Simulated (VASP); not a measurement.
# Si (Fd-3m) in VASP: notebook

Si is run at these levels: PBE; tasks: single point.

Everything below comes from runs of VASP 6.6.1. Logs are shortened: lines on timing, memory, paths and dates and some standing lists are left out, and cuts for length are marked.

### Step 1. The cell of the first run

It takes space group Fd-3m (No. 227, cubic). Conventional cell: a = 5.424 Å, b = 5.424 Å, c = 5.424 Å, α = 90.00°, β = 90.00°, γ = 90.00°. Si (site symmetry -43m) has 4 Si at 2.35 Å within 3.1 Å.

### Step 2. Single point, PBE (the cell strained)

INCAR reads:

```
SYSTEM = Si
PREC = Accurate
ENCUT = 520
EDIFF = 1E-6
ISMEAR = 0
SIGMA = 0.05
LREAL = .False.
LASPH = .True.
NELM = 100
ALGO = Normal
ISIF = 2
LWAVE = .False.
LCHARG = .False.
GGA = PE
NBANDS = 16
```

KPOINTS reads:

```
Automatic mesh
0
Gamma
  8 8 6
  0 0 0
```

POSCAR reads:

```
Si
1.0
    0.0000000000     -2.7120622449     -2.7120622449
    0.0000000000      2.7120622449     -2.7120622449
    5.4241244898      0.0000000000      0.0000000000
Si
4
Direct
    0.5000000000      0.5000000000      0.0000000000
    0.0000000000      0.0000000000      0.5000000000
    1.0000000000      0.5000000000      0.2500000000
    0.5000000000      0.0000000000      0.7500000000
```

Potentials or basis: VASP PAW PBE potentials, release 64 (Si).

The run is started by

```sh
> cat potpaw_PBE.64/Si/POTCAR > POTCAR
> mpirun -np 1 vasp_std > vasp.out
```

OUTCAR:

```text
SYSTEM = Si
   PREC = Accurate
   ENCUT = 520
   EDIFF = 1E-6
   ISMEAR = 0
   LREAL = .False.
   LASPH = .True.
   NELM = 100
   ISIF = 2
   GGA = PE

 ion  position               nearest neighbor table
   1  0.500  0.500  0.000-   3 2.35   4 2.35   4 2.35   3 2.35
   2  0.000  0.000  0.500-   3 2.35   4 2.35   3 2.35   4 2.35
   3  0.000  0.500  0.250-   1 2.35   2 2.35   2 2.35   1 2.35
   4  0.500  0.000  0.750-   1 2.35   2 2.35   1 2.35   2 2.35

  LATTYP: Found a simple tetragonal cell.
 ALAT       =     3.8354352087
 C/A-ratio  =     1.4142135624

  Lattice vectors:

 A1 = (   0.0000000000,  -2.7120622449,  -2.7120622449)
 A2 = (   0.0000000000,   2.7120622449,  -2.7120622449)
 A3 = (   5.4241244898,   0.0000000000,   0.0000000000)

Analysis of symmetry for initial positions (statically):
=====================================================================
 Subroutine PRICEL returns following result:

  LATTYP: Found a face centered cubic cell.
 ALAT       =     5.4241244898

  Lattice vectors:

 A1 = (  -2.7120622449,   0.0000000000,   2.7120622449)
 A2 = (  -2.7120622449,  -2.7120622449,   0.0000000000)
 A3 = (  -0.0000000000,  -2.7120622449,   2.7120622449)

   2 primitive cells build up your supercell.

 Routine SETGRP: Setting up the symmetry group for a
 simple tetragonal supercell.

 Subroutine GETGRP returns: Found 16 space group operations
 (whereof  8 operations were pure point group operations)
 out of a pool of 16 trial point group operations.

The static configuration has the point symmetry D_2d.
 The point group associated with its full space group is D_4h.

Analysis of symmetry for dynamics (positions and initial velocities):
=====================================================================
 Subroutine PRICEL returns following result:

  LATTYP: Found a face centered cubic cell.
 ALAT       =     5.4241244898

  Lattice vectors:

 A1 = (  -2.7120622449,   0.0000000000,   2.7120622449)
 A2 = (  -2.7120622449,  -2.7120622449,   0.0000000000)
 A3 = (  -0.0000000000,  -2.7120622449,   2.7120622449)

   2 primitive cells build up your supercell.

 Routine SETGRP: Setting up the symmetry group for a
 simple tetragonal supercell.

 Subroutine GETGRP returns: Found 16 space group operations
 (whereof  8 operations were pure point group operations)
 out of a pool of 16 trial point group operations.

The dynamic configuration has the point symmetry D_2d.
 The point group associated with its full space group is D_4h.

 Subroutine INISYM returns: Found 16 space group operations
 (whereof  8 operations are pure point group operations),
 and found     2 'primitive' translations

----------------------------------------------------------------------------------------

                                     Primitive cell

  volume of cell :      39.8960

  direct lattice vectors                    reciprocal lattice vectors
    -2.712062245  0.000000000  2.712062245    -0.184361550  0.184361550  0.184361550
    -2.712062245 -2.712062245  0.000000000    -0.184361550 -0.184361550 -0.184361550
    -0.000000000 -2.712062245  2.712062245     0.184361550 -0.184361550  0.184361550

  length of vectors
     3.835435209  3.835435209  3.835435209     0.319323572  0.319323572  0.319323572

  position of ions in fractional coordinates (direct lattice)
     0.500000000  0.500000000  0.500000000
     0.750000000  0.750000000  0.750000000

  ion indices of the primitive-cell ions
   primitive index   ion index
                 1           1
                 2           3

----------------------------------------------------------------------------------------

 KPOINTS: Automatic mesh

Automatic generation of k-mesh.
 Grid dimensions read from file:
 generate k-points for:    8    8    6

 Generating k-lattice:

  Cartesian coordinates                     Fractional coordinates (reciprocal lattice)
     0.000000000 -0.023045194 -0.023045194     0.125000000  0.000000000  0.000000000
     0.000000000  0.023045194 -0.023045194     0.000000000  0.125000000  0.000000000
     0.030726925  0.000000000  0.000000000     0.000000000  0.000000000  0.166666667

  Length of vectors
     0.032590826  0.032590826  0.030726925

  Shift w.r.t. Gamma in fractional coordinates (k-lattice)
     0.000000000  0.000000000  0.000000000

 Subroutine IBZKPT returns following result:
 ===========================================

 Found     60 irreducible k-points:

 Following reciprocal coordinates:
            Coordinates               Weight
  0.000000  0.000000  0.000000      1.000000
  0.125000  0.000000  0.000000      4.000000
  0.250000  0.000000  0.000000      4.000000
  0.375000  0.000000  0.000000      4.000000
  0.500000  0.000000  0.000000      2.000000
  0.125000  0.125000  0.000000      4.000000
[... 16 lines left out ...]
  0.375000  0.125000  0.166667     16.000000
  0.500000  0.125000  0.166667      8.000000
 [... further k-points ...]
   k-points           NKPTS =     60   k-points in BZ     NKDIM =     60   number of bands    NBANDS=     16
   number of dos      NEDOS =    301   number of ions     NIONS =      4
   total plane-waves  NPLWV =  36000
   dimension x,y,z NGX =    30 NGY =   30 NGZ =   40
   dimension x,y,z NGXF=    60 NGYF=   60 NGZF=   80
   ions per type =               4
   NGX,Y,Z   is equivalent  to a cutoff of  13.00, 13.00, 12.26 a.u.
   NGXF,Y,Z  is equivalent  to a cutoff of  26.01, 26.01, 24.52 a.u.
 SYSTEM =  Si
   PREC   = accura    normal or accurate (medium, high low for compatibility)
   ISTART =      0    job   : 0-new  1-cont  2-samecut
   ICHARG =      2    charge: 1-file 2-atom 10-const
   ISPIN  =      1    spin polarized calculation?
   LNONCOLLINEAR =      F non collinear calculations
   LSORBIT =      F    spin-orbit coupling
   LASPH  =      T    aspherical Exc in radial PAW
   ENCUT  =  520.0 eV  38.22 Ry    6.18 a.u.   7.13  7.13 10.09*2*pi/ulx,y,z
   NELM   =    100;   NELMIN=  2; NELMDL= -5     # of ELM steps
   EDIFF  = 0.1E-05   stopping-criterion for ELM
   LREAL  =      F    real-space projection
[... 7 lines left out ...]
   TEBEG  =    0.0;   TEEND  =   0.0 temperature during run
   PSTRESS=    0.0 pullay stress
   NELECT =      16.0000    total number of electrons
   NUPDOWN=      -1.0000    fix difference up-down
   EMIN   =  10.00;   EMAX   =-10.00  energy-range for DOS
   EFERMI =   0.00;   METHOD = LEGACY
   ISMEAR =     0;   SIGMA  =   0.05  broadening in eV -4-tet -1-fermi 0-gaus
   EFERMI_NEDOS =   21; number of points for ismear=-14 and -15
   IALGO  =     38    algorithm
   IMIX   =      4    mixing-type and parameters
     AMIX     =   0.40;   BMIX     =  1.00
     AMIX_MAG =   1.60;   BMIX_MAG =  1.00
  volume/ion in A,a.u.               =      19.95       134.62
  Fermi-wavevector in a.u.,A,eV,Ry     =   0.958213  1.810759 12.492478  0.918171
  Thomas-Fermi vector in A             =   2.087300
   LORBIT       =      0    0 simple, 1 ext, 2 COOP (PROOUT), +10 PAW based schemes
   GGA     = PE    functional components
   LHFCALC =     F    Hartree Fock is set to
   AEXX    =    0.0000 exact exchange contribution
   IVDW    =     0    specifies the selected vdW correction
   LEPSILON=     F    determine dielectric tensor
   LRPA    =     F    only Hartree local field effects (RPA)
 non-spin polarized calculation
 Gauss-broadening in eV      SIGMA  =   0.05
  energy-cutoff  :      520.00
  volume of cell :       79.79
 maximum number of plane-waves:      2180
 NGX is ok and might be reduce to    30
   NGX = 15   NGY = 15   NGZ = 21

 number of electron      16.0000000 magnetization

 Free energy of the ion-electron system (eV)
  ---------------------------------------------------
  ext. energy  EPLUGINS =         0.00000000
  ---------------------------------------------------
  free energy    TOTEN  =       -21.68323866 eV

  energy without entropy =      -21.68323866  energy(sigma->0) =      -21.68323866

 E-fermi :   6.0864     XC(G=0):  -9.4234

 val. band max:        5.8628830700   @ k =   0.0000   0.0000   0.0000
 cond. band min:       6.4289878539   @ k =   0.0000   0.0000   0.1667
 fundamental gap:      0.5661047840
 Fermi energy:         6.0863639297

 k-point     1 :       0.0000    0.0000    0.0000
  band No.  band energies     occupation
      1      -6.1196      2.00000
      2      -1.9620      2.00000
      3      -1.9620      2.00000
      4       3.0045      2.00000
      5       3.0045      2.00000
      6       5.8628      2.00000
[... 8 lines left out ...]
     15      13.5847      0.00000
     16      13.5849      0.00000

 k-point     2 :       0.1250    0.0000    0.0000
  band No.  band energies     occupation
      1      -5.9827      2.00000
      2      -2.0310      2.00000
      3      -1.8138      2.00000
      4       2.3238      2.00000
      5       3.1139      2.00000
      6       4.8181      2.00000
[... 8 lines left out ...]
     15      12.9821      0.00000
     16      13.4545      0.00000

 k-point     3 :       0.2500    0.0000    0.0000
  band No.  band energies     occupation
      1      -5.5775      2.00000
      2      -2.3756      2.00000
      3      -1.3706      2.00000
      4       1.5476      2.00000
      5       3.1803      2.00000
      6       3.4327      2.00000
[... 8 lines left out ...]
     15      12.2026      0.00000
     16      13.3502      0.00000

 k-point     4 :       0.3750    0.0000    0.0000
  band No.  band energies     occupation
      1      -4.9235      2.00000
      2      -3.1327      2.00000
      3      -0.6368      2.00000
      4       1.5078      2.00000
      5       1.6631      2.00000
      6       3.0689      2.00000
[... 8 lines left out ...]
     15      11.9506      0.00000
     16      12.0597      0.00000
[... 324 lines left out ...]
 k-point    22 :       0.2500    0.1250    0.1667
  band No.  band energies     occupation
      1      -5.3254      2.00000
      2      -2.8489      2.00000
      3      -0.8946      2.00000
      4       1.8821      2.00000
      5       2.4091      2.00000
      6       2.9976      2.00000
[... 8 lines left out ...]
     15      10.8672      0.00000
     16      13.4620      0.00000

 k-point    23 :       0.3750    0.1250    0.1667
  band No.  band energies     occupation
      1      -4.6834      2.00000
      2      -3.0948      2.00000
      3      -0.8706      2.00000
      4       1.0049      2.00000
      5       2.0388      2.00000
      6       3.4583      2.00000
[... 8 lines left out ...]
     15      12.2790      0.00000
     16      12.5657      0.00000

 k-point    24 :       0.5000    0.1250    0.1667
  band No.  band energies     occupation
      1      -3.8680      2.00000
      2      -3.8680      2.00000
      3      -0.1501      2.00000
      4      -0.1501      2.00000
      5       2.7310      2.00000
      6       2.7310      2.00000
[... 8 lines left out ...]
     15      11.4829      0.00000
     16      11.4829      0.00000

 [... further k-points ...]

------------------------ aborting loop because EDIFF is reached ----------------------------------------

  FORCE on cell =-STRESS in cart. coord.  units (eV):
  Direction    XX          YY          ZZ          XY          YZ          ZX
  --------------------------------------------------------------------------------------
  -------------------------------------------------------------------------------------
  Total        1.1296239      1.1561909      1.1561909      0.0000000      0.0000000      0.0000000
  in kB       22.6822178     23.2156669     23.2156669      0.0000000      0.0000000      0.0000000
  external PRESSURE =      23.0378505 kB  Pullay stress =       0.0000000 kB

 VOLUME and BASIS-vectors are now :
 -----------------------------------------------------------------------------
  energy-cutoff  :      520.00
  volume of cell :       79.79
      direct lattice vectors                 reciprocal lattice vectors
     0.000000000 -2.712062245 -2.712062245     0.000000000 -0.184361550 -0.184361550
     0.000000000  2.712062245 -2.712062245     0.000000000  0.184361550 -0.184361550
     5.424124490  0.000000000  0.000000000     0.184361550  0.000000000  0.000000000

 POSITION                                       TOTAL-FORCE (eV/Angst)
 -----------------------------------------------------------------------------------
      0.00000      0.00000     -2.71206        -0.000000      0.000000      0.000000
      2.71206      0.00000      0.00000         0.000000     -0.000000     -0.000000
      1.35603      1.35603     -1.35603        -0.000000      0.000000      0.000000
      4.06809     -1.35603     -1.35603         0.000000     -0.000000     -0.000000
 -----------------------------------------------------------------------------------
    total drift:                                0.000000      0.000000     -0.000000

  FREE ENERGIE OF THE ION-ELECTRON SYSTEM (eV)
  ---------------------------------------------------
  free  energy   TOTEN  =       -21.6832386554 eV

  energy  without entropy=      -21.6832386554  energy(sigma->0) =      -21.68323866
```

Wall time 25 s (1 thread of Intel Xeon 6975P-C (Granite Rapids), shared host); peak memory 0.2 GiB.

What came out:

```yaml
Free_energy: -21.6832 eV
Pressure: 2.3 GPa
Band_gap_on_the_k_mesh: 0.57 eV
```

Caveat: the cell differs from its parent crystal (the cell strained). A k mesh can miss the band edges.

### Step 3. Single point, PBE (the cell strained)

INCAR reads:

```
SYSTEM = Si
ALGO     = Normal         ! electronic algorithm
EDIFF    = 1E-6           ! SCF threshold, eV
ENCUT    = 520            ! plane-wave cutoff, eV
GGA      = PE             ! functional
ISIF     = 2              ! what is computed and relaxed
ISMEAR   = 0              ! smearing method
LASPH    = .TRUE.         ! aspherical terms in the spheres
LCHARG   = .FALSE.        ! write CHGCAR
LREAL    = .FALSE.        ! projectors in reciprocal space
LWAVE    = .FALSE.        ! write WAVECAR
NBANDS   = 16             ! bands
NELM     = 100            ! most SCF steps
PREC     = Accurate       ! precision mode
SIGMA    = 0.05           ! smearing width, eV
```

KPOINTS reads:

```
k-points
0
G
  8 8 6
  0 0 0
```

POSCAR reads:

```
Si
1.0
    0.0000000000     -2.7574592735     -2.7574592735
    0.0000000000      2.7574592735     -2.7574592735
    5.5149185470      0.0000000000      0.0000000000
Si
4
Direct
    0.5000000000      0.5000000000      0.0000000000
    0.0000000000      0.0000000000      0.5000000000
    1.0000000000      0.5000000000      0.2500000000
    0.5000000000      0.0000000000      0.7500000000
```

Potentials or basis: VASP PAW PBE potentials, release 64 (Si).

The run is started by

```sh
> cat potpaw_PBE.64/Si/POTCAR > POTCAR
> mpirun -np 1 vasp_std > vasp.out
```

Wall time 29 s (1 thread of Intel Xeon 6975P-C (Granite Rapids), shared host); peak memory 0.2 GiB.

Results (log left out):

```
Free energy            : -21.6831 eV
Pressure               : -2.1 GPa
Band gap on the k mesh : 0.65 eV
```

Levels at points of the mesh, in eV from the valence-band top:
```
           k point  band 6  band 7  band 8  band 9  band 10  band 11
(0.00, 0.00, 0.00)    0.00    0.00    0.00    0.80     0.80     2.55
(0.50, 0.00, 0.00)   -3.57   -1.27   -1.27    2.42     2.42     4.70
(0.50, 0.50, 0.00)   -2.73   -2.73   -2.73    0.80     0.80     0.80
(0.00, 0.00, 0.50)   -1.80   -1.80   -1.80    1.17     1.17     3.13
(0.50, 0.00, 0.50)   -1.16   -1.16   -1.16    1.38     1.38     3.36
(0.50, 0.50, 0.50)   -3.66   -3.66   -3.66    4.27     4.27     4.27
```

Caveat: the cell differs from its parent crystal (the cell strained). A k mesh can miss the band edges.
